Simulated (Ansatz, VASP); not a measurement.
## Pb: VASP beside Ansatz

INCAR

```
SYSTEM = Pb
  PREC = Accurate
  ENCUT = 500
  EDIFF = 1E-6
  ISMEAR = 0
  SIGMA = 0.1
  LREAL = .FALSE.
  LASPH = .TRUE.
  NELM = 120
  ALGO = Normal
  ISIF = 2
  LWAVE = .FALSE.
  LCHARG = .FALSE.
  GGA = PE
  NBANDS = 21
  GGA_COMPAT = .FALSE.
```

KPOINTS

```
regular mesh
0
G
  6 6 6
  0 0 0
```

File POSCAR:

```
Pb
1.0
    0.0000000000      2.7563643755      2.7563643755
    2.7563643755      0.0000000000      2.7563643755
    2.7563643755      2.7563643755      0.0000000000
Pb
2
Direct
    0.5000000000      0.5000000000      0.5000000000
    0.7500000000      0.7500000000      0.7500000000
```

Input for Ansatz:

```yaml
crystal:
  lattice:
    - [0.0, 2.7563643755, 2.7563643755]
    - [2.7563643755, 0.0, 2.7563643755]
    - [2.7563643755, 2.7563643755, 0.0]
  atoms:
    - { symbol: Pb, position: [0.5, 0.5, 0.5] }
    - { symbol: Pb, position: [0.75, 0.75, 0.75] }
basis:
  ecutwfc: 420
kpoints:
  mp_grid: { grid: [6, 6, 6] }
hamiltonian:
  xc: pbe
scf:
  occupations: { method: gaussian, width: 0.1 }
output:
  forces: true
  stress: true
  eigenvalues: true
```

Alike in both runs: task single point; functional PBE; k mesh 6 × 6 × 6; occupations gaussian, width 0.1 eV; no spin polarisation.

```csv
,VASP,Ansatz
version,VASP 6.6.1,Ansatz 0.2.0
potentials or method,"VASP PAW PBE potentials, release 64 (Pb_d), cutoff 500 eV","scalar-relativistic, plane waves, PAW"
valence electrons in the cell,28,28
```

|  | VASP | Ansatz | Ansatz less VASP |
| --- | --- | --- | --- |
| gap on the k mesh at the Fermi level (eV) | none | none | - |
| pressure (GPa) | 114.6 | 114.8 | +0.18 |

A gap of «none» marks a metal or a gap that the smearing closes. Both programs put the cell under a high pressure, so it lies far from rest at this level.

Spin-orbit coupling is off throughout. Noted on VASP's run: the cell as given lies far from equilibrium.
